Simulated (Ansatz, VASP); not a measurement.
**WS2 in VASP and in Ansatz**

```
W S
1.0
     3.11473    0.00000    0.00000
    -1.55736    2.69743    0.01012
     0.00000    0.04415   11.77225
W S
2 4
Direct
  0.33333 0.66667 0.25000
  0.66667 0.33333 0.75000
  0.33333 0.66667 0.61645
  0.66667 0.33333 0.11645
  0.33333 0.66667 0.88355
  0.66667 0.33333 0.38355
```

Change from the starting cell: strain +0.0075 x Voigt [0, 0, 0, 1, 0, 0], atoms carried along.

Alike in both runs: task single point; functional PBEsol; dispersion D3(BJ); k mesh 12 × 12 × 4; occupations gaussian, width 0.05 eV; no spin polarisation.

|  | VASP | Ansatz |
| --- | --- | --- |
| version | VASP 6.6.1 | Ansatz 0.2.0 |
| potentials or method | VASP PAW PBE potentials, release 64 (W_sv, S), cutoff 520 eV | scalar-relativistic, plane waves, PAW |
| valence electrons in the cell | 52 | 52 |

```csv
,VASP,Ansatz,Ansatz less VASP
gap on the k mesh at the Fermi level (eV),0.68,0.66,-0.021
least direct gap on the mesh (eV),1.92,1.92,-0.004
pressure (GPa),0.2,0.0,-0.14
"traceless stress, the component that is largest in VASP (GPa)",-1.36,-1.36,+0.002
rms of the force components (eV/Å),0.056,0.055,-0.0011
```

VASP's potentials were made for PBE, not for PBEsol. Atom by atom the forces differ by 0.009 eV/Å (rms over components).

Neither program's run includes spin-orbit coupling.
